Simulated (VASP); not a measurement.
# TaN (P1) in VASP: notebook

TaN is run at these levels: LDA; tasks: single point.

Everything below comes from runs of VASP 6.6.1. Logs are shortened: lines on timing, memory, paths and dates and some standing lists are left out, and cuts for length are marked.

**1. The cell of the first run**

The typed cell holds 8 atoms: a = 3.104 Å, b = 3.104 Å, c = 12.056 Å, α = 85.69°, β = 86.93°, γ = 60.00°.

**2. Single point, LDA**

File INCAR:

```
PREC = Accurate
ENCUT = 520
EDIFF = 1E-7
ISMEAR = 0
SIGMA = 0.15
LREAL = F
LASPH = T
NELM = 80
ALGO = Fast
ISIF = 2
LWAVE = F
LCHARG = F
GGA = CA
NBANDS = 42
```

File KPOINTS:

```
Automatic mesh
0
Gamma
  14 14 4
```

File POSCAR:

```
TaN
1.0
   -3.1035877079      0.0000000000      0.0000000000
   -1.5517938539     -2.6877857979      0.0000000000
   -0.6465807725     -0.6719464495     12.0200957435
Ta N
4 4
Direct
    0.2567812372      0.1036770450      0.9186251535
    0.2984479039      0.2286770450      0.4186251535
    0.6526145705      0.6245103783      0.1686251535
    0.6109479039      0.4995103783      0.6686251535
    0.3265520961      0.3129896217      0.0813748465
    0.2848854295      0.1879896217      0.5813748465
    0.6390520961      0.5838229550      0.3313748465
    0.5973854295      0.4588229550      0.8313748465
```

Potentials or basis: VASP PAW LDA potentials, release 64 (Ta_pv, N).

The run is started by

```bash
> cat potpaw_LDA.64/Ta_pv/POTCAR potpaw_LDA.64/N/POTCAR > POTCAR
> mpirun -np 1 vasp_std > vasp.out
```

OUTCAR:

```text
PREC = Accurate
   ENCUT = 520
   EDIFF = 1E-7
   ISMEAR = 0
   LREAL = F
   LASPH = T
   NELM = 80
   ISIF = 2
   GGA = CA

 ion  position               nearest neighbor table
   1  0.257  0.104  0.919-   8 2.08   8 2.08   8 2.08   5 2.17   3 3.27   4 3.50   4 3.50   4 3.50
                             3 3.51
   2  0.298  0.229  0.419-   6 1.96   7 2.08   7 2.08   7 2.08   3 3.50   4 3.50   4 3.50   4 3.50
                             3 3.50   3 3.50
   3  0.653  0.625  0.169-   7 1.96   5 2.08   5 2.08   5 2.08   1 3.27   2 3.50   2 3.50   2 3.50
                             1 3.51
   4  0.611  0.500  0.669-   8 1.96   6 2.08   6 2.08   6 2.08   2 3.50   1 3.50   1 3.50   2 3.50
                             2 3.50   1 3.50
   5  0.327  0.313  0.081-   3 2.08   3 2.08   3 2.08   1 2.17
   6  0.285  0.188  0.581-   2 1.96   4 2.08   4 2.08   4 2.08
   7  0.639  0.584  0.331-   3 1.96   2 2.08   2 2.08   2 2.08
   8  0.597  0.459  0.831-   4 1.96   1 2.08   1 2.08   1 2.08

  LATTYP: Found a triclinic cell.
 ALAT       =     3.1035877079
 B/A-ratio  =     1.7320508076
 C/A-ratio  =     4.5007582959
 COS(alpha) =     0.0160348054
 COS(beta)  =     0.2684732780
 COS(gamma) =     0.8660254038

  Lattice vectors:

 A1 = (   3.1035877079,   0.0000000000,   0.0000000000)
 A2 = (   4.6553815619,  -2.6877857979,   0.0000000000)
 A3 = (   3.7501684803,   6.0475180453, -12.0200957435)

Analysis of symmetry for initial positions (statically):
=====================================================================
 Subroutine PRICEL returns:
 Original cell was already a primitive cell.

 Routine SETGRP: Setting up the symmetry group for a
 triclinic supercell.

 Subroutine GETGRP returns: Found  1 space group operations
 (whereof  1 operations were pure point group operations)
 out of a pool of  2 trial point group operations.

The static configuration has the point symmetry C_1 .

Analysis of symmetry for dynamics (positions and initial velocities):
=====================================================================
 Subroutine PRICEL returns:
 Original cell was already a primitive cell.

 Routine SETGRP: Setting up the symmetry group for a
 triclinic supercell.

 Subroutine GETGRP returns: Found  1 space group operations
 (whereof  1 operations were pure point group operations)
 out of a pool of  2 trial point group operations.

The dynamic configuration has the point symmetry C_1 .

 Subroutine INISYM returns: Found  1 space group operations
 (whereof  1 operations are pure point group operations),
 and found     1 'primitive' translations

----------------------------------------------------------------------------------------

                                     Primitive cell

  volume of cell :     100.2690

  direct lattice vectors                    reciprocal lattice vectors
    -3.103587708  0.000000000  0.000000000    -0.322207746  0.186026729 -0.006932834
    -1.551793854 -2.687785798  0.000000000     0.000000000 -0.372053458 -0.020798503
    -0.646580773 -0.671946450 12.020095744     0.000000000  0.000000000  0.083194013

  length of vectors
     3.103587708  3.103587708 12.056213353     0.372118045  0.372634343  0.083194013

  position of ions in fractional coordinates (direct lattice)
     0.256781237  0.103677045  0.918625154
     0.298447904  0.228677045  0.418625154
     0.652614570  0.624510378  0.168625154
     0.610947904  0.499510378  0.668625154
     0.326552096  0.312989622  0.081374846
     0.284885430  0.187989622  0.581374846
     0.639052096  0.583822955  0.331374846
     0.597385430  0.458822955  0.831374846

  ion indices of the primitive-cell ions
   primitive index   ion index
                 1           1
                 2           2
                 3           3
                 4           4
                 5           5
                 6           6
                 7           7
                 8           8

----------------------------------------------------------------------------------------

 KPOINTS: Automatic mesh

Automatic generation of k-mesh.
 Grid dimensions read from file:
 generate k-points for:   14   14    4

 Generating k-lattice:

  Cartesian coordinates                     Fractional coordinates (reciprocal lattice)
    -0.023014839  0.013287623 -0.000495202     0.071428571 -0.000000000 -0.000000000
     0.000000000 -0.026575247 -0.001485607     0.000000000  0.071428571  0.000000000
     0.000000000  0.000000000  0.020798503     0.000000000  0.000000000  0.250000000

  Length of vectors
     0.026579860  0.026616739  0.020798503

  Shift w.r.t. Gamma in fractional coordinates (k-lattice)
     0.000000000  0.000000000  0.000000000

 Subroutine IBZKPT returns following result:
 ===========================================

 Found    396 irreducible k-points:

 Following reciprocal coordinates:
            Coordinates               Weight
  0.000000  0.000000  0.000000      1.000000
  0.071429  0.000000  0.000000      2.000000
  0.142857 -0.000000  0.000000      2.000000
  0.214286  0.000000  0.000000      2.000000
  0.285714  0.000000  0.000000      2.000000
  0.357143  0.000000 -0.000000      2.000000
[... 16 lines left out ...]
  0.000000  0.142857 -0.000000      2.000000
  0.071429  0.142857  0.000000      2.000000
 [... further k-points ...]
   k-points           NKPTS =    396   k-points in BZ     NKDIM =    396   number of bands    NBANDS=     42
   number of dos      NEDOS =    301   number of ions     NIONS =      8
   total plane-waves  NPLWV =  51840
   dimension x,y,z NGX =    24 NGY =   24 NGZ =   90
   dimension x,y,z NGXF=    48 NGYF=   48 NGZF=  180
   ions per type =               4   4
   NGX,Y,Z   is equivalent  to a cutoff of  12.86, 12.86, 12.41 a.u.
   NGXF,Y,Z  is equivalent  to a cutoff of  25.71, 25.71, 24.82 a.u.
 SYSTEM =  unknown system
   PREC   = accura    normal or accurate (medium, high low for compatibility)
   ISTART =      0    job   : 0-new  1-cont  2-samecut
   ICHARG =      2    charge: 1-file 2-atom 10-const
   ISPIN  =      1    spin polarized calculation?
   LNONCOLLINEAR =      F non collinear calculations
   LSORBIT =      F    spin-orbit coupling
   LASPH  =      T    aspherical Exc in radial PAW
   ENCUT  =  520.0 eV  38.22 Ry    6.18 a.u.   5.77  5.77 22.42*2*pi/ulx,y,z
   NELM   =     80;   NELMIN=  2; NELMDL= -5     # of ELM steps
   EDIFF  = 0.1E-06   stopping-criterion for ELM
   LREAL  =      F    real-space projection
   EDIFFG = 0.1E-05   stopping-criterion for IOM
   NSW    =      0    number of steps for IOM
   IBRION =     -1    ionic relax: 0-MD 1-quasi-New 2-CG
   NFREE  =      0    steps in history (QN), initial steepest desc. (CG)
   ISIF   =      2    stress and relaxation
   ISYM   =      2    0-nonsym 1-usesym 2-fastsym
   POTIM  = 0.5000    time-step for ionic-motion
   TEBEG  =    0.0;   TEEND  =   0.0 temperature during run
   PSTRESS=    0.0 pullay stress
   NELECT =      64.0000    total number of electrons
   NUPDOWN=      -1.0000    fix difference up-down
   EMIN   =  10.00;   EMAX   =-10.00  energy-range for DOS
   EFERMI =   0.00;   METHOD = LEGACY
   ISMEAR =     0;   SIGMA  =   0.15  broadening in eV -4-tet -1-fermi 0-gaus
   EFERMI_NEDOS =   21; number of points for ismear=-14 and -15
   IALGO  =     68    algorithm
   IMIX   =      4    mixing-type and parameters
     AMIX     =   0.40;   BMIX     =  1.00
     AMIX_MAG =   1.60;   BMIX_MAG =  1.00
  volume/ion in A,a.u.               =      12.53        84.58
  Fermi-wavevector in a.u.,A,eV,Ry     =   1.409546  2.663656 27.032330  1.986820
  Thomas-Fermi vector in A             =   2.531591
   LORBIT       =      0    0 simple, 1 ext, 2 COOP (PROOUT), +10 PAW based schemes
   GGA     = CA    functional components
   LHFCALC =     F    Hartree Fock is set to
   AEXX    =    0.0000 exact exchange contribution
   IVDW    =     0    specifies the selected vdW correction
   LEPSILON=     F    determine dielectric tensor
   LRPA    =     F    only Hartree local field effects (RPA)
 non-spin polarized calculation
 RMM-DIIS sequential band-by-band and
 Gauss-broadening in eV      SIGMA  =   0.15
  energy-cutoff  :      520.00
  volume of cell :      100.27
 maximum number of plane-waves:      2721
   NGX = 11   NGY = 11   NGZ = 45

 number of electron      64.0000000 magnetization

 Free energy of the ion-electron system (eV)
  ---------------------------------------------------
  ext. energy  EPLUGINS =         0.00000000
  ---------------------------------------------------
  free energy    TOTEN  =       -94.64545255 eV

  energy without entropy =      -94.62553154  energy(sigma->0) =      -94.63549205

 E-fermi :   6.7454     XC(G=0): -12.6082

 val. band max:        6.7430513831   @ k =   0.1429  -0.0000   0.0000
 cond. band min:       6.7492878919   @ k =  -0.3571   0.4286   0.0000
 fundamental gap:      0.0062365088
 Fermi energy:         6.7454139236

 k-point     1 :       0.0000    0.0000    0.0000
  band No.  band energies     occupation
      1     -28.7286      2.00000
      2     -28.5297      2.00000
      3     -28.4167      2.00000
      4     -28.2429      2.00000
      5     -28.1960      2.00000
      6     -28.1534      2.00000
[... 34 lines left out ...]
     41       9.6576      0.00000
     42      10.0161      0.00000

 k-point     2 :       0.0714    0.0000    0.0000
  band No.  band energies     occupation
      1     -28.7209      2.00000
      2     -28.5246      2.00000
      3     -28.4132      2.00000
      4     -28.2472      2.00000
      5     -28.2079      2.00000
      6     -28.1747      2.00000
[... 34 lines left out ...]
     41       9.7285      0.00000
     42      10.0811      0.00000

 k-point     3 :       0.1429   -0.0000    0.0000
  band No.  band energies     occupation
      1     -28.6997      2.00000
      2     -28.5108      2.00000
      3     -28.4070      2.00000
      4     -28.2981      2.00000
      5     -28.2268      2.00000
      6     -28.2063      2.00000
[... 34 lines left out ...]
     41       9.9349      0.00000
     42      10.3978      0.00000

 k-point     4 :       0.2143    0.0000    0.0000
  band No.  band energies     occupation
      1     -28.6720      2.00000
      2     -28.4942      2.00000
      3     -28.4429      2.00000
      4     -28.3667      2.00000
      5     -28.2462      2.00000
      6     -28.2237      2.00000
[... 844 lines left out ...]
     41       9.9093      0.00000
     42      10.3100      0.00000

 k-point    23 :       0.0000    0.1429   -0.0000
  band No.  band energies     occupation
      1     -28.6981      2.00000
      2     -28.5115      2.00000
      3     -28.4056      2.00000
      4     -28.2895      2.00000
      5     -28.2415      2.00000
      6     -28.2025      2.00000
[... 34 lines left out ...]
     41      10.0056      0.00000
     42      10.3602      0.00000

 k-point    24 :       0.0714    0.1429    0.0000
  band No.  band energies     occupation
      1     -28.7057      2.00000
      2     -28.5160      2.00000
      3     -28.4062      2.00000
      4     -28.2883      2.00000
      5     -28.2308      2.00000
      6     -28.1821      2.00000
[... 34 lines left out ...]
     41      10.0051      0.00000
     42      10.6689      0.00000

 [... further k-points ...]

------------------------ aborting loop because EDIFF is reached ----------------------------------------

  FORCE on cell =-STRESS in cart. coord.  units (eV):
  Direction    XX          YY          ZZ          XY          YZ          ZX
  --------------------------------------------------------------------------------------
  -------------------------------------------------------------------------------------
  Total       -0.2643895     -0.9269487     -2.3988333     -0.7103110      1.0284755      0.9320071
  in kB       -4.2246257    -14.8115209    -38.3304609    -11.3499128     16.4337980     14.8923481
  external PRESSURE =     -19.1222025 kB  Pullay stress =       0.0000000 kB

 VOLUME and BASIS-vectors are now :
 -----------------------------------------------------------------------------
  energy-cutoff  :      520.00
  volume of cell :      100.27
      direct lattice vectors                 reciprocal lattice vectors
    -3.103587708  0.000000000  0.000000000    -0.322207746  0.186026729 -0.006932834
    -1.551793854 -2.687785798  0.000000000     0.000000000 -0.372053458 -0.020798503
    -0.646580773 -0.671946450 12.020095744     0.000000000  0.000000000  0.083194013

 POSITION                                       TOTAL-FORCE (eV/Angst)
 -----------------------------------------------------------------------------------
     -1.55179     -0.89593     11.04196        -0.809886     -1.044403      1.284540
     -1.55179     -0.89593      5.03191        -0.005132     -0.035657     -0.079665
     -3.10359     -1.79186      2.02689         0.215928      0.106342      0.056053
     -3.10359     -1.79186      8.03694         0.020853     -0.001213      0.135196
     -1.55179     -0.89593      0.97813         0.212262      0.560795     -2.159505
     -1.55179     -0.89593      6.98818        -0.002400      0.003908     -0.090089
     -3.10359     -1.79186      3.98316         0.044547      0.040513      0.266596
     -3.10359     -1.79186      9.99321         0.323827      0.369714      0.586874
 -----------------------------------------------------------------------------------
    total drift:                                0.000093      0.000198      0.001141

  FREE ENERGIE OF THE ION-ELECTRON SYSTEM (eV)
  ---------------------------------------------------
  free  energy   TOTEN  =       -94.6454525498 eV

  energy  without entropy=      -94.6255315402  energy(sigma->0) =      -94.63549205
```

Wall time 50 min (1 thread of Oxide Virtual Turin-like, shared host); peak memory 1.1 GiB.

What came out:

```
Free energy            : -94.6455 eV
Pressure               : -1.9 GPa
Largest force          : 2.241 eV/Å
Band gap on the k mesh : zero (bands 32 and 33 overlap by 0.37 eV)
```

Forces in eV/Å, atoms in the order of the input:
```
Ta  -0.810 -1.044  1.285
Ta  -0.005 -0.036 -0.080
Ta   0.216  0.106  0.056
Ta   0.021 -0.001  0.135
N    0.212  0.561 -2.160
N   -0.002  0.004 -0.090
N    0.045  0.041  0.267
N    0.324  0.370  0.587
```

Stress tensor (GPa, compression positive):
```
-0.42 -1.13  1.49
-1.13 -1.48  1.64
 1.49  1.64 -3.83
```

Levels at points of the mesh, in eV from the Fermi level:
```tsv
k point	band 29	band 30	band 31	band 32	band 33	band 34	band 35	band 36
(0.00, 0.00, 0.00)	-0.66	-0.38	0.10	0.12	0.33	0.41	0.74	0.87
(0.50, 0.00, 0.00)	-1.97	-1.36	-0.57	-0.44	1.18	1.26	1.71	2.18
(0.00, 0.50, 0.00)	-2.05	-1.17	-0.55	-0.34	1.25	1.30	1.63	2.14
(0.50, 0.50, 0.00)	-2.27	-1.02	-0.72	-0.34	1.16	1.56	1.80	2.56
(0.00, 0.00, 0.50)	-0.33	-0.27	-0.22	0.05	0.25	0.39	0.54	0.83
(0.50, 0.00, 0.50)	-2.08	-1.20	-0.73	-0.37	1.16	1.27	1.71	2.16
(0.00, 0.50, 0.50)	-2.03	-1.28	-0.57	-0.29	1.21	1.31	1.74	2.14
(0.50, 0.50, 0.50)	-1.88	-1.57	-0.52	-0.38	1.16	1.36	2.10	2.55
```

Caveat: spin-orbit coupling is left out, which moves the levels of the heavy elements; forces of over 1 eV/Å act on the atoms, so gaps and moduli don't describe the material at rest.

(Continued in part 2 of 2.)
